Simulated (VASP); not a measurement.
# TiB2 (P6/mmm) in VASP: further runs

TiB2 is run at these levels: LDA; tasks: single point, relaxation of cell and atoms.

Everything below comes from runs of VASP 6.6.1. Logs are shortened: lines on timing, memory, paths and dates and some standing lists are left out, and cuts for length are marked.

### Step 1. The cell of the first run

It takes space group P6/mmm (No. 191, hexagonal). The conventional cell has a = 2.996 Å, b = 2.996 Å, c = 3.155 Å, α = 90.00°, β = 90.00°, γ = 120.00°. Within 3.2 Å of Ti (site symmetry 6/mmm) lie 12 B at 2.34 Å and 8 Ti at 3.00 to 3.16 Å. B (site symmetry -6m2) has 3 B at 1.73 Å and 6 Ti at 2.34 Å within 2.4 Å.

### Step 2. Single point, LDA

File INCAR:

```
PREC     = Accurate       # precision mode
ENCUT    = 520            # plane-wave cutoff, eV
EDIFF    = 1E-6           # SCF threshold, eV
ISMEAR   = -5             # smearing method
SIGMA    = 0.1            # smearing width, eV
LREAL    = False          # projectors in reciprocal space
LASPH    = True           # aspherical terms in the spheres
NELM     = 80             # most SCF steps
ALGO     = Normal         # electronic algorithm
ISIF     = 2              # what is computed and relaxed
LWAVE    = False          # write WAVECAR
LCHARG   = True           # write CHGCAR
GGA      = CA             # functional
LELF     = True           # ELF
LVHAR    = True         
NBANDS   = 16             # bands
```

File KPOINTS:

```
Automatic mesh
0
Gamma
  12 12 10
```

File POSCAR:

```
TiB2
1.0
    2.9956183115      0.0000000000      0.0000000000
   -1.4978091557      2.5942815578      0.0000000000
    0.0000000000      0.0000000000      3.1550319467
Ti B
1 2
Direct
    0.0000000000      0.0000000000      0.0000000000
    0.3333333333      0.6666666667      0.5000000000
    0.6666666667      0.3333333333      0.5000000000
```

Potentials or basis: VASP PAW LDA potentials, release 64 (Ti_sv, B).

Command:

```sh
$ cat potpaw_LDA.64/Ti_sv/POTCAR potpaw_LDA.64/B/POTCAR > POTCAR
$ mpirun -np 1 vasp_std > vasp.out
```

OUTCAR:

```text
PREC = Accurate
   ENCUT = 520
   EDIFF = 1E-6
   ISMEAR = -5
   LREAL = False
   LASPH = True
   NELM = 80
   ISIF = 2
   GGA = CA

 ion  position               nearest neighbor table
   1  0.000  0.000  0.000-   2 2.34   3 2.34   2 2.34   3 2.34   2 2.34   2 2.34   3 2.34   3 2.34
                             3 2.34   3 2.34   2 2.34   2 2.34
   2  0.333  0.667  0.500-   3 1.73   3 1.73   3 1.73   1 2.34   1 2.34   1 2.34   1 2.34   1 2.34
                             1 2.34
   3  0.667  0.333  0.500-   2 1.73   2 1.73   2 1.73   1 2.34   1 2.34   1 2.34   1 2.34   1 2.34
                             1 2.34

  LATTYP: Found a hexagonal cell.
 ALAT       =     2.9956183115
 C/A-ratio  =     1.0532156031

  Lattice vectors:

 A1 = (   2.9956183115,   0.0000000000,   0.0000000000)
 A2 = (  -1.4978091557,   2.5942815578,   0.0000000000)
 A3 = (   0.0000000000,   0.0000000000,   3.1550319467)

Analysis of symmetry for initial positions (statically):
=====================================================================
 Subroutine PRICEL returns:
 Original cell was already a primitive cell.

 Routine SETGRP: Setting up the symmetry group for a
 hexagonal supercell.

 Subroutine GETGRP returns: Found 24 space group operations
 (whereof 24 operations were pure point group operations)
 out of a pool of 24 trial point group operations.

The static configuration has the point symmetry D_6h.

Analysis of symmetry for dynamics (positions and initial velocities):
=====================================================================
 Subroutine PRICEL returns:
 Original cell was already a primitive cell.

 Routine SETGRP: Setting up the symmetry group for a
 hexagonal supercell.

 Subroutine GETGRP returns: Found 24 space group operations
 (whereof 24 operations were pure point group operations)
 out of a pool of 24 trial point group operations.

The dynamic configuration has the point symmetry D_6h.

 Subroutine INISYM returns: Found 24 space group operations
 (whereof 24 operations are pure point group operations),
 and found     1 'primitive' translations

----------------------------------------------------------------------------------------

                                     Primitive cell

  volume of cell :      24.5193

  direct lattice vectors                    reciprocal lattice vectors
     2.995618311  0.000000000  0.000000000     0.333820900  0.192731586  0.000000000
    -1.497809156  2.594281558  0.000000000     0.000000000  0.385463173  0.000000000
     0.000000000  0.000000000  3.155031947     0.000000000  0.000000000  0.316954001

  length of vectors
     2.995618311  2.995618311  3.155031947     0.385463173  0.385463173  0.316954001

  position of ions in fractional coordinates (direct lattice)
     0.000000000  0.000000000  0.000000000
     0.333333333  0.666666667  0.500000000
     0.666666667  0.333333333  0.500000000

  ion indices of the primitive-cell ions
   primitive index   ion index
                 1           1
                 2           2
                 3           3

----------------------------------------------------------------------------------------

 KPOINTS: Automatic mesh

Automatic generation of k-mesh.
 Grid dimensions read from file:
 generate k-points for:   12   12   10

 Generating k-lattice:

  Cartesian coordinates                     Fractional coordinates (reciprocal lattice)
     0.027818408  0.016060966  0.000000000     0.083333333  0.000000000  0.000000000
     0.000000000  0.032121931  0.000000000     0.000000000  0.083333333  0.000000000
     0.000000000  0.000000000  0.031695400     0.000000000  0.000000000  0.100000000

  Length of vectors
     0.032121931  0.032121931  0.031695400

  Shift w.r.t. Gamma in fractional coordinates (k-lattice)
     0.000000000  0.000000000  0.000000000

 TETIRR: Found   1465 inequivalent tetrahedra from     8640

 Subroutine IBZKPT returns following result:
 ===========================================

 Found    114 irreducible k-points:

 Following reciprocal coordinates:
            Coordinates               Weight
  0.000000  0.000000  0.000000      1.000000
  0.083333  0.000000  0.000000      6.000000
  0.166667  0.000000  0.000000      6.000000
  0.250000  0.000000  0.000000      6.000000
  0.333333  0.000000  0.000000      6.000000
  0.416667 -0.000000  0.000000      6.000000
[... 16 lines left out ...]
  0.250000  0.000000  0.100000     12.000000
  0.333333  0.000000  0.100000     12.000000
 [... further k-points ...]
   k-points           NKPTS =    114   k-points in BZ     NKDIM =    114   number of bands    NBANDS=     16
   number of dos      NEDOS =    301   number of ions     NIONS =      3
   total plane-waves  NPLWV =  13824
   dimension x,y,z NGX =    24 NGY =   24 NGZ =   24
   dimension x,y,z NGXF=    48 NGYF=   48 NGZF=   48
   ions per type =               1   2
   NGX,Y,Z   is equivalent  to a cutoff of  13.32, 13.32, 12.65 a.u.
   NGXF,Y,Z  is equivalent  to a cutoff of  26.64, 26.64, 25.29 a.u.
 SYSTEM =  unknown system
   PREC   = accura    normal or accurate (medium, high low for compatibility)
   ISTART =      0    job   : 0-new  1-cont  2-samecut
   ICHARG =      2    charge: 1-file 2-atom 10-const
   ISPIN  =      1    spin polarized calculation?
   LNONCOLLINEAR =      F non collinear calculations
   LSORBIT =      F    spin-orbit coupling
   LASPH  =      T    aspherical Exc in radial PAW
   ENCUT  =  520.0 eV  38.22 Ry    6.18 a.u.   5.57  5.57  5.87*2*pi/ulx,y,z
   NELM   =     80;   NELMIN=  2; NELMDL= -5     # of ELM steps
   EDIFF  = 0.1E-05   stopping-criterion for ELM
   LREAL  =      F    real-space projection
   EDIFFG = 0.1E-04   stopping-criterion for IOM
   NSW    =      0    number of steps for IOM
   IBRION =     -1    ionic relax: 0-MD 1-quasi-New 2-CG
   NFREE  =      0    steps in history (QN), initial steepest desc. (CG)
   ISIF   =      2    stress and relaxation
   ISYM   =      2    0-nonsym 1-usesym 2-fastsym
   POTIM  = 0.5000    time-step for ionic-motion
   TEBEG  =    0.0;   TEEND  =   0.0 temperature during run
   PSTRESS=    0.0 pullay stress
   NELECT =      18.0000    total number of electrons
   NUPDOWN=      -1.0000    fix difference up-down
   EMIN   =  10.00;   EMAX   =-10.00  energy-range for DOS
   EFERMI =   0.00;   METHOD = LEGACY
   ISMEAR =    -5;   SIGMA  =   0.10  broadening in eV -4-tet -1-fermi 0-gaus
   EFERMI_NEDOS =   21; number of points for ismear=-14 and -15
   IALGO  =     38    algorithm
   IMIX   =      4    mixing-type and parameters
     AMIX     =   0.40;   BMIX     =  1.00
     AMIX_MAG =   1.60;   BMIX_MAG =  1.00
  volume/ion in A,a.u.               =       8.17        55.15
  Fermi-wavevector in a.u.,A,eV,Ry     =   1.476828  2.790800 29.674587  2.181021
  Thomas-Fermi vector in A             =   2.591307
   LORBIT       =      0    0 simple, 1 ext, 2 COOP (PROOUT), +10 PAW based schemes
   GGA     = CA    functional components
   LHFCALC =     F    Hartree Fock is set to
   AEXX    =    0.0000 exact exchange contribution
   IVDW    =     0    specifies the selected vdW correction
   LEPSILON=     F    determine dielectric tensor
   LRPA    =     F    only Hartree local field effects (RPA)
 non-spin polarized calculation
 Fermi weights with tetrahedron method with Bloechl corrections
  energy-cutoff  :      520.00
  volume of cell :       24.52
 maximum number of plane-waves:       684
 NGX is ok and might be reduce to    24
   NGX = 11   NGY = 11   NGZ = 11

 number of electron      18.0000000 magnetization

 Free energy of the ion-electron system (eV)
  ---------------------------------------------------
  ext. energy  EPLUGINS =         0.00000000
  ---------------------------------------------------
  free energy    TOTEN  =       -26.91973303 eV

  energy without entropy =      -26.91973303  energy(sigma->0) =      -26.91973303

 E-fermi :  10.5109     XC(G=0): -13.1734

 val. band max:       10.5537331947   @ k =   0.0833   0.0000   0.5000
 cond. band min:      10.2575888331   @ k =   0.4167   0.1667   0.0000
 fundamental gap:     -0.2961443617
 Fermi energy:        10.5109398238

 k-point     1 :       0.0000    0.0000    0.0000
  band No.  band energies     occupation
      1     -45.6808      2.00000
      2     -22.4298      2.00000
      3     -22.0851      2.00000
      4     -22.0851      2.00000
      5      -3.0889      2.00000
      6       7.6673      2.00000
[... 8 lines left out ...]
     15      16.3422      0.00000
     16      17.7387      0.00000

 k-point     2 :       0.0833    0.0000    0.0000
  band No.  band energies     occupation
      1     -45.6763      2.00000
      2     -22.4243      2.00000
      3     -22.1182      2.00000
      4     -22.0926      2.00000
      5      -2.9518      2.00000
      6       7.2983      2.00000
[... 8 lines left out ...]
     15      17.1897      0.00000
     16      18.1520      0.00000

 k-point     3 :       0.1667    0.0000    0.0000
  band No.  band energies     occupation
      1     -45.6640      2.00000
      2     -22.4093      2.00000
      3     -22.2079      2.00000
      4     -22.1129      2.00000
      5      -2.5497      2.00000
      6       6.3469      2.00000
[... 8 lines left out ...]
     15      18.8670      0.00000
     16      18.9102      0.00000

 k-point     4 :       0.2500    0.0000    0.0000
  band No.  band energies     occupation
      1     -45.6471      2.00000
      2     -22.3886      2.00000
      3     -22.3284      2.00000
      4     -22.1405      2.00000
      5      -1.9072      2.00000
      6       5.1022      2.00000
[... 8 lines left out ...]
     15      18.1625      0.00000
     16      20.2480      0.00000

 k-point     5 :       0.3333    0.0000    0.0000
  band No.  band energies     occupation
      1     -45.6302      2.00000
      2     -22.4469      2.00000
      3     -22.3680      2.00000
      4     -22.1680      2.00000
      5      -1.0573      2.00000
      6       3.7602      2.00000
[... 8 lines left out ...]
     15      18.3997      0.00000
     16      19.8952      0.00000

 k-point     6 :       0.4167   -0.0000    0.0000
  band No.  band energies     occupation
      1     -45.6177      2.00000
      2     -22.5324      2.00000
      3     -22.3528      2.00000
      4     -22.1880      2.00000
      5      -0.0374      2.00000
      6       2.4282      2.00000
[... 8 lines left out ...]
     15      18.4161      0.00000
     16      19.4463      0.00000
[... 267 lines left out ...]
 k-point    21 :       0.0833    0.0000    0.1000
  band No.  band energies     occupation
      1     -45.6743      2.00000
      2     -22.4498      2.00000
      3     -22.1160      2.00000
      4     -22.0904      2.00000
      5      -2.8106      2.00000
      6       7.0041      2.00000
[... 8 lines left out ...]
     15      17.5135      0.00000
     16      18.0074      0.00000

 k-point    22 :       0.1667    0.0000    0.1000
  band No.  band energies     occupation
      1     -45.6620      2.00000
      2     -22.4342      2.00000
      3     -22.2051      2.00000
      4     -22.1106      2.00000
      5      -2.4185      2.00000
      6       6.3952      2.00000
[... 8 lines left out ...]
     15      18.5275      0.00000
     16      18.9805      0.00000

 k-point    23 :       0.2500    0.0000    0.1000
  band No.  band energies     occupation
      1     -45.6451      2.00000
      2     -22.4130      2.00000
      3     -22.3249      2.00000
      4     -22.1380      2.00000
      5      -1.7921      2.00000
      6       5.1174      2.00000
[... 8 lines left out ...]
     15      18.5374      0.00000
     16      20.7445      0.00000

 k-point    24 :       0.3333    0.0000    0.1000
  band No.  band energies     occupation
      1     -45.6282      2.00000
      2     -22.4436      2.00000
      3     -22.3909      2.00000
      4     -22.1653      2.00000
      5      -0.9631      2.00000
      6       3.7630      2.00000
[... 8 lines left out ...]
     15      18.6822      0.00000
     16      20.4980      0.00000

 [... further k-points ...]

------------------------ aborting loop because EDIFF is reached ----------------------------------------

  FORCE on cell =-STRESS in cart. coord.  units (eV):
  Direction    XX          YY          ZZ          XY          YZ          ZX
  --------------------------------------------------------------------------------------
  -------------------------------------------------------------------------------------
  Total        0.0895292      0.0895292      0.0874418      0.0000000     -0.0000000     -0.0000000
  in kB        5.8501613      5.8501613      5.7137676      0.0000000     -0.0000000     -0.0000000
  external PRESSURE =       5.8046967 kB  Pullay stress =       0.0000000 kB

 VOLUME and BASIS-vectors are now :
 -----------------------------------------------------------------------------
  energy-cutoff  :      520.00
  volume of cell :       24.52
      direct lattice vectors                 reciprocal lattice vectors
     2.995618311  0.000000000  0.000000000     0.333820900  0.192731586  0.000000000
    -1.497809156  2.594281558  0.000000000     0.000000000  0.385463173  0.000000000
     0.000000000  0.000000000  3.155031947     0.000000000  0.000000000  0.316954001

 POSITION                                       TOTAL-FORCE (eV/Angst)
 -----------------------------------------------------------------------------------
      0.00000      0.00000      0.00000        -0.000000      0.000000     -0.000000
     -0.00000      1.72952      1.57752         0.000000      0.000000      0.000000
      1.49781      0.86476      1.57752        -0.000000      0.000000     -0.000000
 -----------------------------------------------------------------------------------
    total drift:                               -0.000000      0.000000      0.000000

  FREE ENERGIE OF THE ION-ELECTRON SYSTEM (eV)
  ---------------------------------------------------
  free  energy   TOTEN  =       -26.9197330341 eV

  energy  without entropy=      -26.9197330341  energy(sigma->0) =      -26.91973303
```

Wall time 39 s (1 thread of Intel Xeon 8259CL, shared host); peak memory 0.17 GiB.

Results:

```yaml
Free_energy: -26.9197 eV
Pressure: 0.6 GPa
Band_gap_on_the_k_mesh: zero (bands 9 and 10 overlap by 0.57 eV)
```

Levels at points of the mesh, in eV from the Fermi level:
```tsv
k point	band 6	band 7	band 8	band 9	band 10	band 11	band 12	band 13
(0.00, 0.00, 0.00)	-2.84	-2.84	-2.27	-2.21	1.94	1.94	3.85	3.85
(0.50, 0.00, 0.00)	-9.19	-3.39	-3.33	-2.46	1.36	2.80	3.32	3.51
(0.00, 0.00, 0.50)	-7.77	-0.66	-0.66	-0.34	-0.34	0.38	0.38	1.79
(0.50, 0.00, 0.50)	-7.54	-4.91	-4.03	-3.15	2.63	3.01	4.83	4.83
```

Caveat: tetrahedron occupations give inexact forces and stress in metals.

### Step 3. Relaxation of cell and atoms, LDA

This run uses another cell than the first one, of 8.88 Å³/atom.

File INCAR:

```
SYSTEM = TiB2
PREC = Accurate
ENCUT = 600
EDIFF = 1E-6
ISMEAR = -1
SIGMA = 0.05
LREAL = .FALSE.
LASPH = .TRUE.
NELM = 60
ALGO = Normal
ISIF = 3
LWAVE = .FALSE.
LCHARG = .FALSE.
IBRION = 2
NSW = 100
EDIFFG = -0.005
```

File KPOINTS:

```
Automatic mesh
0
G
  12 12 10
  0 0 0
```

File POSCAR:

```
TiB2
1.0
    3.0657467113      0.0000000000      0.0000000000
   -1.5328733556      2.6550145336      0.0000000000
    0.0000000000      0.0000000000      3.2712563681
Ti B
1 2
Direct
    0.0000000000      0.0000000000      0.0000000000
    0.3333333333      0.6666666667      0.5000000000
    0.6666666667      0.3333333333      0.5000000000
```

Potentials or basis: VASP PAW LDA potentials, release 64 (Ti_sv, B).

Command:

```sh
$ cat potpaw_LDA.64/Ti_sv/POTCAR potpaw_LDA.64/B/POTCAR > POTCAR
$ mpirun -np 1 vasp_std > vasp.out
```

Wall time 3.6 min (1 thread of Intel Xeon 8259CL, shared host); peak memory 0.18 GiB.

Results (log left out):

| Property | Result |
| --- | --- |
| Free energy | -26.9260 eV |
| Relaxed volume | 8.19 Å³/atom |
| Relaxed cell | a = 2.996 Å, b = 2.996 Å, c = 3.162 Å, α = 90.00°, β = 90.00°, γ = 120.00° |
| Space group after relaxing (to 0.1 Å) | P6/mmm (No. 191) |
| Energy gained by relaxing | 43.1 meV/atom |
| Ionic steps | 8 |
| Pressure after relaxing | -0.1 GPa |
| Band gap on the k mesh | zero (bands 9 and 10 overlap by 0.56 eV) |

Step by step:
| step | energy change (eV) | largest force (eV/Å) | pressure (GPa) | volume (Å³) |
| --- | --- | --- | --- | --- |
| 1 | 0.0000 | 0.0000 | -18.91 | 26.63 |
| 2 | 0.0064 | 0.0000 | 24.93 | 22.79 |
| 3 | -0.1268 | 0.0000 | -0.28 | 24.64 |
| 4 | -0.1268 | 0.0000 | 0.10 | 24.60 |
| 5 | -0.1293 | 0.0000 | 0.17 | 24.56 |
| 6 | -0.1293 | 0.0000 | 0.19 | 24.56 |
| 7 | -0.1293 | 0.0000 | -0.13 | 24.59 |
| 8 | -0.1293 | 0.0000 | -0.08 | 24.58 |

Final structure:
```cif
data_structure
_symmetry_space_group_name_H-M 'P 1'
_symmetry_Int_Tables_number 1
_cell_length_a 2.9957
_cell_length_b 2.9957
_cell_length_c 3.1622
_cell_angle_alpha 90.000
_cell_angle_beta 90.000
_cell_angle_gamma 120.000
_cell_volume 24.58
loop_
_atom_site_label
_atom_site_type_symbol
_atom_site_fract_x
_atom_site_fract_y
_atom_site_fract_z
_atom_site_occupancy
Ti1 Ti 0.00000 0.00000 0.00000 1
B1 B 0.33333 0.66667 0.50000 1
B2 B 0.66667 0.33333 0.50000 1
```

Levels at points of the mesh, in eV from the Fermi level:
```csv
k point,band 5,band 6,band 7,band 8,band 9,band 10,band 11,band 12,band 13
"(0.00, 0.00, 0.00)",-13.53,-2.76,-2.76,-2.21,-2.17,1.99,1.99,3.89,3.89
"(0.50, 0.00, 0.00)",-9.47,-9.12,-3.32,-3.28,-2.39,1.41,2.85,3.38,3.55
"(0.00, 0.00, 0.50)",-11.41,-7.70,-0.58,-0.58,-0.27,-0.27,0.43,0.43,1.82
"(0.50, 0.00, 0.50)",-9.79,-7.48,-4.83,-3.96,-3.08,2.67,3.06,4.86,4.87
```

[end of part 1 of 2]
